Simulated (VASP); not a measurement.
# PtS2 (P-3m1) in VASP: a series of runs, part 2 of 2

VASP 6.6.1. Earlier steps stand in the parts before.

## Step 5: Single point, HSE06

Input file POSCAR:

```
PtS2
1.0
    3.5526415803      0.0000000000      0.0000000000
   -1.7763207902      3.0766778591      0.0000000000
    0.0000000000      0.0000000000      5.1227110450
Pt S
1 2
Direct
    0.0000000000      0.0000000000      0.0000000000
    0.3333333333      0.6666666667      0.2392599773
    0.6666666667      0.3333333333      0.7607400227
```

Input file INCAR.step1:

```
SYSTEM = PtS2
  PREC = Accurate
  ENCUT = 520
  EDIFF = 1E-5
  ISMEAR = 0
  SIGMA = 0.01
  LREAL = .FALSE.
  LASPH = .TRUE.
  NELM = 60
  ALGO = Normal
  ISIF = 2
  LWAVE = .TRUE.
  LCHARG = .FALSE.
  NBANDS = 18
  GGA = PE
```

Input file INCAR.step2:

```
SYSTEM = PtS2
  PREC = Accurate
  ENCUT = 520
  EDIFF = 1E-7
  ISMEAR = 0
  SIGMA = 0.01
  LREAL = .FALSE.
  LASPH = .TRUE.
  NELM = 60
  ALGO = Normal
  ISIF = 2
  LWAVE = .FALSE.
  LCHARG = .FALSE.
  GGA = PE
  LHFCALC = .TRUE.
  HFSCREEN = 0.2079
  PRECFOCK = Normal
  NBANDS = 18
  ISTART = 1
```

Input file KPOINTS:

```
regular mesh
0
G
  6 6 2
  0 0 0
```

Potentials or basis: VASP PAW PBE potentials, release 64 (Pt, S).

Started as:

```
> cat potpaw_PBE.64/Pt/POTCAR potpaw_PBE.64/S/POTCAR > POTCAR
> cp INCAR.step1 INCAR
> mpirun -np 1 vasp_std > vasp.out
> cp INCAR.step2 INCAR
> mpirun -np 1 vasp_std > vasp.out
```

OUTCAR:

```text
SYSTEM = PtS2
   PREC = Accurate
   ENCUT = 520
   EDIFF = 1E-7
   ISMEAR = 0
   LREAL = .FALSE.
   LASPH = .TRUE.
   NELM = 60
   ISIF = 2
   GGA = PE
   LHFCALC = .TRUE.
   HFSCREEN = 0.2079
   PRECFOCK = Normal
   ISTART = 1

 ion  position               nearest neighbor table
   1  0.000  0.000  0.000-   2 2.39   3 2.39   3 2.39   2 2.39   3 2.39   2 2.39
   2  0.333  0.667  0.239-   1 2.39   1 2.39   1 2.39
   3  0.667  0.333  0.761-   1 2.39   1 2.39   1 2.39

  LATTYP: Found a hexagonal cell.
 ALAT       =     3.5526415803
 C/A-ratio  =     1.4419442348

  Lattice vectors:

 A1 = (   3.5526415803,   0.0000000000,   0.0000000000)
 A2 = (  -1.7763207902,   3.0766778591,   0.0000000000)
 A3 = (   0.0000000000,   0.0000000000,   5.1227110450)

Analysis of symmetry for initial positions (statically):
=====================================================================
 Subroutine PRICEL returns:
 Original cell was already a primitive cell.

 Routine SETGRP: Setting up the symmetry group for a
 hexagonal supercell.

 Subroutine GETGRP returns: Found 12 space group operations
 (whereof 12 operations were pure point group operations)
 out of a pool of 24 trial point group operations.

The static configuration has the point symmetry D_3d.

Analysis of symmetry for dynamics (positions and initial velocities):
=====================================================================
 Subroutine PRICEL returns:
 Original cell was already a primitive cell.

 Routine SETGRP: Setting up the symmetry group for a
 hexagonal supercell.

 Subroutine GETGRP returns: Found 12 space group operations
 (whereof 12 operations were pure point group operations)
 out of a pool of 24 trial point group operations.

[... 113 lines left out ...]
  Fermi-wavevector in a.u.,A,eV,Ry     =   1.199052  2.265879 19.561441  1.437725
  Thomas-Fermi vector in A             =   2.334925
   LORBIT       =      0    0 simple, 1 ext, 2 COOP (PROOUT), +10 PAW based schemes
   GGA     = PE    functional components
   LHFCALC =     T    Hartree Fock is set to
   PRECFOCK=normal    Normal, Fast or Accurate (Low or Medium for compatibility)
   ENCUT4O =  -1.0   cutoff for four orbital integrals eV
   NKREDX  =     1    reduce k-point grid by
   NKREDY  =     1    reduce k-point grid by
   NKREDZ  =     1    reduce k-point grid by
   AEXX    =    0.2500 exact exchange contribution
   HFSCREEN=    0.2079 screening length (either q_TF or 0.3 A-1)
   HFSCREENC=   0.2079 screening length for correlation (either q_TF or 0.3 A-1)
   ENCUTFOCK=  -1.0 apply spherical cutoff to Coloumb kernel
   IVDW    =     0    specifies the selected vdW correction
   LEPSILON=     F    determine dielectric tensor
   LRPA    =     F    only Hartree local field effects (RPA)
 non-spin polarized calculation
 Gauss-broadening in eV      SIGMA  =   0.01
  energy-cutoff  :      520.00
  volume of cell :       55.99
 maximum number of plane-waves:      1536
 NGX is ok and might be reduce to    28
  NGX = 20; NGY = 20; NGZ = 30

 number of electron      21.9999996 magnetization

 Free energy of the ion-electron system (eV)
  ---------------------------------------------------
  ext. energy  EPLUGINS =         0.00000000
  ---------------------------------------------------
  free energy    TOTEN  =       -18.63487781 eV

  energy without entropy =      -18.63487781  energy(sigma->0) =      -18.63487781

 E-fermi :   6.0683     XC(G=0):  -8.6899

 val. band max:        6.0253051612   @ k =   0.0000   0.0000   0.0000
 cond. band min:       7.4439269061   @ k =   0.3333   0.3333   0.0000
 fundamental gap:      1.4186217449
 Fermi energy:         6.0682987181

 k-point     1 :       0.0000    0.0000    0.0000
  band No.  band energies     occupation
      1     -10.7253      2.00000
      2      -7.6423      2.00000
      3      -1.7273      2.00000
      4      -1.1945      2.00000
      5      -1.1945      2.00000
      6       1.4127      2.00000
[... 271 lines left out ...]
      5      -0.7091      2.00000
      6       1.2079      2.00000
[... 10 lines left out ...]
     17      15.0155      0.00000
     18      17.7510      0.00000

------------------------ aborting loop because EDIFF is reached ----------------------------------------

  FORCE on cell =-STRESS in cart. coord.  units (eV):
  Direction    XX          YY          ZZ          XY          YZ          ZX
  --------------------------------------------------------------------------------------
  -------------------------------------------------------------------------------------
  Total       -0.6338079     -0.6338079     -0.1633906      0.0000000      0.0000000      0.0000000
  in kB      -18.1357264    -18.1357264     -4.6752456      0.0000000      0.0000000      0.0000000
  external PRESSURE =     -13.6488995 kB  Pullay stress =       0.0000000 kB

 VOLUME and BASIS-vectors are now :
 -----------------------------------------------------------------------------
  energy-cutoff  :      520.00
  volume of cell :       55.99
      direct lattice vectors                 reciprocal lattice vectors
     3.552641580  0.000000000  0.000000000     0.281480689  0.162512952  0.000000000
    -1.776320790  3.076677859  0.000000000     0.000000000  0.325025903  0.000000000
     0.000000000  0.000000000  5.122711045     0.000000000  0.000000000  0.195209137

 POSITION                                       TOTAL-FORCE (eV/Angst)
 -----------------------------------------------------------------------------------
      0.00000      0.00000      0.00000         0.000000      0.000000      0.000000
     -0.00000      2.05112      1.22566        -0.000000      0.000000     -0.399106
      1.77632      1.02556      3.89705         0.000000     -0.000000      0.399106
 -----------------------------------------------------------------------------------
    total drift:                               -0.000006     -0.000001      0.000023

  FREE ENERGIE OF THE ION-ELECTRON SYSTEM (eV)
  ---------------------------------------------------
  free  energy   TOTEN  =       -18.6348778082 eV

  energy  without entropy=      -18.6348778082  energy(sigma->0) =      -18.63487781
```

Wall time 17 min (1 thread of Intel Xeon Platinum 8488C (Sapphire Rapids), shared host); peak memory 0.28 GiB.

Results:

| Quantity | Value |
| --- | --- |
| Free energy | -18.6349 eV |
| Pressure | -1.4 GPa |
| Largest force | 0.399 eV/Å |
| Band gap on the k mesh | 1.42 eV, indirect (least direct gap 2.32 eV) |

Forces on the atoms (eV/Å):
```
Pt   0.000  0.000  0.000
S    0.000  0.000 -0.399
S    0.000  0.000  0.399
```

Caveat: the k points lie up to 0.61 Å⁻¹ apart; the PAW data sets were made with another functional, which shifts forces and pressure a little; spin-orbit coupling is left out, which moves the levels of the heavy elements.

## Step 6: Single point, PBE-based screened hybrid

POSCAR is that of step 5.

Input file INCAR.step1:

```
PREC     = Accurate       # precision mode
ENCUT    = 520            # plane-wave cutoff, eV
EDIFF    = 1E-5           # SCF threshold, eV
ISMEAR   = 0              # smearing method
SIGMA    = 0.01           # smearing width, eV
LREAL    = False          # projectors in reciprocal space
LASPH    = True           # aspherical terms in the spheres
NELM     = 100            # most SCF steps
ALGO     = Normal         # electronic algorithm
ISIF     = 2              # what is computed and relaxed
LWAVE    = True           # write WAVECAR
LCHARG   = False          # write CHGCAR
GGA      = PE             # functional
NBANDS   = 18             # bands
```

Input file INCAR.step2:

```
PREC     = Accurate       # precision mode
ENCUT    = 520            # plane-wave cutoff, eV
EDIFF    = 1E-6           # SCF threshold, eV
ISMEAR   = 0              # smearing method
SIGMA    = 0.01           # smearing width, eV
LREAL    = False          # projectors in reciprocal space
LASPH    = True           # aspherical terms in the spheres
NELM     = 100            # most SCF steps
ALGO     = Normal         # electronic algorithm
ISIF     = 2              # what is computed and relaxed
LWAVE    = False          # write WAVECAR
LCHARG   = False          # write CHGCAR
GGA      = PE             # functional
LHFCALC  = True           # exact exchange
AEXX     = 0.1            # exact-exchange fraction
HFSCREEN = 0.5            # screening, 1/A
PRECFOCK = Normal       
ISTART   = 1            
NBANDS   = 18             # bands
```

Input file KPOINTS:

```
Automatic mesh
0
Gamma
  6 6 2
```

Potentials or basis: VASP PAW PBE potentials, release 64 (Pt, S).

Started as:

```
> cat potpaw_PBE.64/Pt/POTCAR potpaw_PBE.64/S/POTCAR > POTCAR
> cp INCAR.step1 INCAR
> mpirun -np 1 vasp_std > vasp.out
> cp INCAR.step2 INCAR
> mpirun -np 1 vasp_std > vasp.out
```

OUTCAR:

```text
PREC = Accurate
   ENCUT = 520
   EDIFF = 1E-6
   ISMEAR = 0
   LREAL = False
   LASPH = True
   NELM = 100
   ISIF = 2
   GGA = PE
   LHFCALC = True
   AEXX = 0.1
   HFSCREEN = 0.5
   PRECFOCK = Normal
   ISTART = 1

 ion  position               nearest neighbor table
   1  0.000  0.000  0.000-   2 2.39   3 2.39   3 2.39   2 2.39   3 2.39   2 2.39
   2  0.333  0.667  0.239-   1 2.39   1 2.39   1 2.39
   3  0.667  0.333  0.761-   1 2.39   1 2.39   1 2.39
[... 487 lines left out ...]

  FORCE on cell =-STRESS in cart. coord.  units (eV):
  Direction    XX          YY          ZZ          XY          YZ          ZX
  --------------------------------------------------------------------------------------
  -------------------------------------------------------------------------------------
  Total        0.7402132      0.7402132      0.5762874     -0.0000000     -0.0000000     -0.0000000
  in kB       21.1803978     21.1803978     16.4898398     -0.0000000     -0.0000000     -0.0000000
  external PRESSURE =      19.6168785 kB  Pullay stress =       0.0000000 kB

 VOLUME and BASIS-vectors are now :
 -----------------------------------------------------------------------------
  energy-cutoff  :      520.00
  volume of cell :       55.99
      direct lattice vectors                 reciprocal lattice vectors
     3.552641580  0.000000000  0.000000000     0.281480689  0.162512952  0.000000000
    -1.776320790  3.076677859  0.000000000     0.000000000  0.325025903  0.000000000
     0.000000000  0.000000000  5.122711045     0.000000000  0.000000000  0.195209137

 POSITION                                       TOTAL-FORCE (eV/Angst)
 -----------------------------------------------------------------------------------
      0.00000      0.00000      0.00000         0.000000      0.000000      0.000000
     -0.00000      2.05112      1.22566        -0.000000      0.000000     -0.081773
      1.77632      1.02556      3.89705         0.000000     -0.000000      0.081773
 -----------------------------------------------------------------------------------
    total drift:                                0.000000     -0.000005     -0.000006

  FREE ENERGIE OF THE ION-ELECTRON SYSTEM (eV)
  ---------------------------------------------------
  free  energy   TOTEN  =       -16.0628660512 eV

  energy  without entropy=      -16.0628660512  energy(sigma->0) =      -16.06286605
```

OUTCAR.step1:

```text
PREC = Accurate
   ENCUT = 520
   EDIFF = 1E-5
   ISMEAR = 0
   LREAL = False
[... 508 lines left out ...]
      0.00000      0.00000      0.00000         0.000000      0.000000      0.000000
     -0.00000      2.05112      1.22566         0.000000     -0.000000      0.038647
      1.77632      1.02556      3.89705        -0.000000      0.000000     -0.038647
 -----------------------------------------------------------------------------------
    total drift:                                0.000000     -0.000000      0.000000

  FREE ENERGIE OF THE ION-ELECTRON SYSTEM (eV)
  ---------------------------------------------------
  free  energy   TOTEN  =       -15.3932049683 eV

  energy  without entropy=      -15.3932049683  energy(sigma->0) =      -15.39320497
```

Wall time 7.7 min (1 thread of Intel Xeon Platinum 8488C (Sapphire Rapids), shared host); peak memory 0.28 GiB.

Results:

```
Free energy            : -16.0629 eV
Pressure               : 2.0 GPa
Largest force          : 0.082 eV/Å
Band gap on the k mesh : 0.94 eV, indirect (least direct gap 1.68 eV)
```

Forces on the atoms (eV/Å):
```
Pt   0.000  0.000  0.000
S    0.000  0.000 -0.082
S    0.000  0.000  0.082
```

Levels at points of the mesh, in eV from the valence-band top:
| k point | band 8 | band 9 | band 10 | band 11 | band 12 | band 13 | band 14 | band 15 |
| --- | --- | --- | --- | --- | --- | --- | --- | --- |
| (0.00, 0.00, 0.00) | -2.13 | -1.04 | -1.04 | 0.00 | 2.25 | 2.25 | 4.92 | 5.65 |
| (0.50, 0.00, 0.00) | -3.21 | -3.16 | -3.12 | -2.51 | 1.68 | 2.71 | 5.64 | 6.65 |
| (0.00, 0.00, 0.50) | -2.61 | -1.27 | -1.27 | -1.19 | 2.78 | 2.78 | 5.74 | 7.33 |
| (0.50, 0.00, 0.50) | -3.26 | -2.84 | -2.76 | -1.46 | 1.87 | 2.37 | 5.29 | 5.67 |

Caveat: the k points lie up to 0.61 Å⁻¹ apart; the PAW data sets were made with another functional, which shifts forces and pressure a little; spin-orbit coupling is left out, which moves the levels of the heavy elements. A k mesh can miss the band edges.

## Step 7: Overview

| level | k mesh | smearing | grid for exact exchange (PRECFOCK) | screening parameter | share of exact exchange | gap on the mesh (eV) | pressure (GPa) | largest force (eV/Å) |
| --- | --- | --- | --- | --- | --- | --- | --- | --- |
| PBE | 6 × 6 × 4 | fermi-dirac 0.5 eV | - | - | - | 0.89 | 5.1 | 0.33 |
| r2SCAN | 6 × 6 × 4 | gaussian 0.01 eV | - | - | - | 0.98 | 1.2 | 0.05 |
| HSE06 | 6 × 6 × 2 | gaussian 0.01 eV | Normal | 0.2079 1/Å | - | 1.42 | -1.4 | 0.40 |
| PBE-based screened hybrid | 6 × 6 × 2 | gaussian 0.01 eV | Normal | 0.5 1/Å | 0.1 | 0.94 | 2.0 | 0.08 |

Alike in all rows: task single point; potentials or basis VASP PAW PBE potentials, release 64 (Pt, S); no spin polarisation; cell as given; cutoff (eV) 520.

Caveats: some runs use coarse meshes; spin-orbit coupling is left out, which moves the levels of the heavy elements; the PAW data sets were made with another functional, which shifts forces and pressure a little (some runs).

Absolute energies hang on the potentials; compare differences alone.
